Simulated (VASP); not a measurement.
Here is a VASP 6.6.1 calculation.

File INCAR:

```
SYSTEM = BeTe
PREC = Accurate
ENCUT = 520
EDIFF = 1E-6
ISMEAR = 0
SIGMA = 0.024
LREAL = .False.
LASPH = .True.
NELM = 100
ALGO = Normal
ISIF = 2
LWAVE = .False.
LCHARG = .False.
GGA = PE
NBANDS = 11
```

The input KPOINTS:

```
regular mesh
0
Gamma
  8 8 8
  0 0 0
```

Contents of POSCAR:

```
BeTe
1.0
    0.0000000000      2.7700000000      2.7700000000
    2.7700000000      0.0000000000      2.7700000000
    2.7700000000      2.7700000000      0.0000000000
Te Be
1 1
Direct
    0.7500000000      0.7500000000      0.7500000000
    0.0000000000      0.0000000000      0.0000000000
```

Potentials or basis: VASP PAW PBE potentials, release 64 (Te, Be).

Run with:

```console
$ cat potpaw_PBE.64/Te/POTCAR potpaw_PBE.64/Be/POTCAR > POTCAR
$ mpirun -np 1 vasp_std > vasp.out
```

**Question.** Estimate the band gap on the k mesh.

**Answer.** 1.85 eV, indirect (least direct gap 3.56 eV).

**Question.** What does it give for the pressure?

**Answer.** 4.5 GPa.

Caveat: spin-orbit coupling is left out, which moves the levels of the heavy elements. A hybrid or GW would open this gap; PBE tends to underestimate it.
